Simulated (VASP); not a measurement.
# Al (P-1) in VASP: notebook, part 2 of 2

VASP 6.6.1. Earlier steps stand in the parts before.

## (5) Single point, LDA

This run uses another cell than the first one, of 15.30 Å³/atom, 1.005 times its volume.

INCAR

```
SYSTEM = Al
ALGO = Normal ; EDIFF = 1E-7
ENCUT = 520 ; GGA = CA
ISIF = 2 ; ISMEAR = -1
LASPH = .True. ; LCHARG = .False.
LREAL = .False. ; LWAVE = .False.
NBANDS = 10 ; NELM = 60
PREC = Accurate ; SIGMA = 0.05
```

KPOINTS

```
k-points
0
Gamma
  8 8 4
  0 0 0
```

POSCAR

```
Al
1.0
    2.6560720880     -0.0386642264      0.0052687521
   -1.3615216681      2.4541566797     -0.0437426624
    0.0091151415     -0.0821464562      4.7334228431
Al
2
Direct
    0.6255000000      0.2880900000      0.7650500000
    0.4203400000      0.7312800000      0.2390100000
```

Potentials or basis: VASP PAW LDA potentials, release 64 (Al).

Launch:

```
> cat potpaw_LDA.64/Al/POTCAR > POTCAR
> mpirun -np 1 vasp_std > vasp.out
```

OUTCAR:

```text
SYSTEM = Al
   EDIFF = 1E-7
   ENCUT = 520
   GGA = CA
   ISIF = 2
   ISMEAR = -1
   LASPH = .True.
   LREAL = .False.
   NELM = 60
   PREC = Accurate

 ion  position               nearest neighbor table
   1  0.626  0.288  0.765-   2 2.67   2 2.71   2 2.80   2 2.88   2 2.99   2 3.12
   2  0.420  0.731  0.239-   1 2.67   1 2.71   1 2.80   1 2.88   1 2.99   1 3.12

  LATTYP: Found a triclinic cell.
 ALAT       =     2.7407927363
 B/A-ratio  =     2.3935663535
 C/A-ratio  =     1.0241101459
 COS(alpha) =     0.0018811903
 COS(beta)  =     0.5416728888
 COS(gamma) =     0.5833055286

  Lattice vectors:
[... 493 lines left out ...]
      6      10.7042      0.00000
      7      11.5397      0.00000
      8      14.6999      0.00000
      9      15.1692      0.00000
     10      26.0309      0.00000

 [... further k-points ...]
[... 5 lines left out ...]
  --------------------------------------------------------------------------------------
  -------------------------------------------------------------------------------------
  Total        0.8537204      0.6637223      1.5129371      0.0310991     -0.4381040     -0.0607376
  in kB       44.7052906     34.7559914     79.2253400      1.6285116    -22.9414272     -3.1805376
  external PRESSURE =      52.8955407 kB  Pullay stress =       0.0000000 kB

 VOLUME and BASIS-vectors are now :
 -----------------------------------------------------------------------------
  energy-cutoff  :      520.00
  volume of cell :       30.60
      direct lattice vectors                 reciprocal lattice vectors
     2.656072088 -0.038664226  0.005268752     0.379556025  0.210622931  0.002924357
    -1.361521668  2.454156680 -0.043742662     0.005967453  0.410909482  0.007119660
     0.009115141 -0.082146456  4.733422843    -0.000367336  0.003562867  0.211326150

 POSITION                                       TOTAL-FORCE (eV/Angst)
 -----------------------------------------------------------------------------------
      1.27611      0.61999      3.61200         0.097484      0.228609     -0.635309
      0.12298      1.75879      1.10156        -0.097484     -0.228609      0.635309
 -----------------------------------------------------------------------------------
    total drift:                               -0.000002     -0.000001      0.000010

  FREE ENERGIE OF THE ION-ELECTRON SYSTEM (eV)
  ---------------------------------------------------
  free  energy   TOTEN  =        -8.1461491902 eV

  energy  without entropy=       -8.1381710352  energy(sigma->0) =       -8.14216011
```

OSZICAR:

```text
N       E                     dE             d eps       ncg     rms          rms(c)
DAV:   1    -0.640657830137E+00   -0.64066E+00   -0.23539E+03  2640   0.478E+02
DAV:   2    -0.807441514681E+01   -0.74338E+01   -0.72127E+01  3450   0.558E+01
DAV:   3    -0.822679142901E+01   -0.15238E+00   -0.14974E+00  3438   0.633E+00
DAV:   4    -0.822731088307E+01   -0.51945E-03   -0.51939E-03  3220   0.428E-01
DAV:   5    -0.822731334148E+01   -0.24584E-05   -0.24588E-05  3134   0.292E-02    0.217E+00
DAV:   6    -0.817218380086E+01    0.55130E-01   -0.57997E-02  2946   0.806E-01    0.124E+00
DAV:   7    -0.814813126654E+01    0.24053E-01   -0.19557E-02  3194   0.568E-01    0.222E-01
DAV:   8    -0.814626802294E+01    0.18632E-02   -0.22023E-03  2994   0.207E-01    0.127E-01
DAV:   9    -0.814614983394E+01    0.11819E-03   -0.16106E-04  3094   0.617E-02    0.507E-02
DAV:  10    -0.814614922488E+01    0.60906E-06   -0.15149E-06  3100   0.896E-03    0.191E-03
DAV:  11    -0.814614919021E+01    0.34663E-07   -0.29680E-08  2424   0.827E-04
   1 F= -.81461492E+01 E0= -.81421601E+01  d E =-.797816E-02
```

stdout:

```text
POSCAR found type information on POSCAR Al
 POSCAR found :  1 types and       2 ions
 scaLAPACK will be used
 LDA part: xc-table for (Slater(with rela. corr.)+CA(PZ))
 , standard interpolation
 POSCAR, INCAR and KPOINTS ok, starting setup
 FFT: planning ... GRIDC
 FFT: planning ... GRID_SOFT
 FFT: planning ... GRID
 WAVECAR not read
 entering main loop
```

Run time: 12 s. Hardware: 1 thread of Intel Xeon 6975P-C (Granite Rapids), shared host; peak memory 0.15 GiB.

What came out:

| Item | Value |
| --- | --- |
| Free energy | -8.1461 eV |
| Pressure | 5.3 GPa |
| Largest force | 0.682 eV/Å |
| Band gap on the k mesh | zero (band 3 reaches 11.94 eV, above the bottom of band 4 at 5.40 eV) |

Forces in eV/Å, atoms in the order of the input:
```
Al   0.097  0.229 -0.635
Al  -0.097 -0.229  0.635
```

Stress tensor (GPa, compression positive):
```
 4.47  0.16 -0.32
 0.16  3.48 -2.29
-0.32 -2.29  7.92
```

## (6) Single point, LDA

This run uses another cell than the first one, of 15.15 Å³/atom, 0.995 times its volume.

INCAR

```
SYSTEM = Al
PREC = Accurate
ENCUT = 520
EDIFF = 1E-7
ISMEAR = -1
SIGMA = 0.05
LREAL = .False.
LASPH = .True.
NELM = 60
ALGO = Normal
ISIF = 2
LWAVE = .False.
LCHARG = .True.
GGA = CA
LELF = .True.
LVHAR = .True.
NBANDS = 10
```

KPOINTS

```
regular mesh
0
Gamma
  8 8 4
  0 0 0
```

POSCAR

```
Al
1.0
    2.6472331804     -0.0385355591      0.0052512187
   -1.3569907804      2.4459897086     -0.0435970950
    0.0090848080     -0.0818730882      4.7176709035
Al
2
Direct
    0.6255000000      0.2880900000      0.7650500000
    0.4203400000      0.7312800000      0.2390100000
```

Potentials or basis: VASP PAW LDA potentials, release 64 (Al).

Launch:

```
> cat potpaw_LDA.64/Al/POTCAR > POTCAR
> mpirun -np 1 vasp_std > vasp.out
```

Wall time 12 s (1 thread of Intel Xeon 6975P-C (Granite Rapids), shared host); peak memory 0.14 GiB.

The run converged. Its results:

```
Free energy            : -8.1351 eV
Pressure               : 6.3 GPa
Largest force          : 0.706 eV/Å
Band gap on the k mesh : zero (band 3 reaches 12.07 eV, above the bottom of band 4 at 5.50 eV)
```

Forces in eV/Å, atoms in the order of the input:
```
Al   0.099  0.236 -0.658
Al  -0.099 -0.236  0.658
```

Stress tensor (GPa, compression positive):
```
 5.68  0.21 -0.37
 0.21  4.39 -2.28
-0.37 -2.28  8.84
```

Levels at points of the mesh, in eV from the Fermi level:
| k point | band 1 | band 2 | band 3 | band 4 | band 5 | band 6 | band 7 |
| --- | --- | --- | --- | --- | --- | --- | --- |
| (0.00, 0.00, 0.00) | -11.73 | -5.24 | -5.16 | 11.15 | 11.20 | 11.61 | 12.96 |
| (0.50, 0.00, 0.00) | -5.03 | -4.83 | 0.54 | 0.96 | 1.89 | 2.20 | 5.65 |
| (0.00, 0.50, 0.00) | -5.65 | -5.58 | 0.27 | 0.36 | 1.01 | 1.34 | 7.89 |
| (0.50, 0.50, 0.00) | -5.25 | -5.24 | 0.47 | 1.05 | 1.31 | 1.67 | 6.70 |
| (0.00, 0.00, 0.50) | -10.40 | -9.70 | 2.34 | 2.68 | 11.87 | 12.14 | 13.07 |
| (0.50, 0.00, 0.50) | -3.87 | -3.80 | -2.79 | -2.74 | 6.59 | 7.04 | 7.70 |
| (0.00, 0.50, 0.50) | -4.61 | -4.45 | -3.59 | -3.19 | 7.03 | 7.25 | 8.05 |
| (0.50, 0.50, 0.50) | -4.25 | -4.13 | -3.09 | -2.87 | 7.35 | 7.42 | 7.72 |

## (7) Overview

```tsv
cell	gap on the mesh (eV)	pressure (GPa)	largest force (eV/Å)
a = 2.652, b = 2.802, c = 4.726 Å, angles 91.8, 89.8, 119.9°, 2 atoms	none	5.6	0.59
a = 2.656, b = 2.807, c = 4.734 Å, angles 91.8, 89.8, 119.9°, 2 atoms	none	5.3	0.68
a = 2.648, b = 2.798, c = 4.718 Å, angles 91.8, 89.8, 119.9°, 2 atoms	none	6.3	0.71
```

Some of these runs hold the atoms at other places in the same cell, which the table doesn't show; runs alike in all that it shows share one row.

Alike in all rows: task single point; level LDA; potentials or basis VASP PAW LDA potentials, release 64 (Al); no spin polarisation; k mesh 8 × 8 × 4; cutoff (eV) 520; smearing fermi-dirac 0.05 eV.

Absolute energies hang on the potentials; compare differences alone.
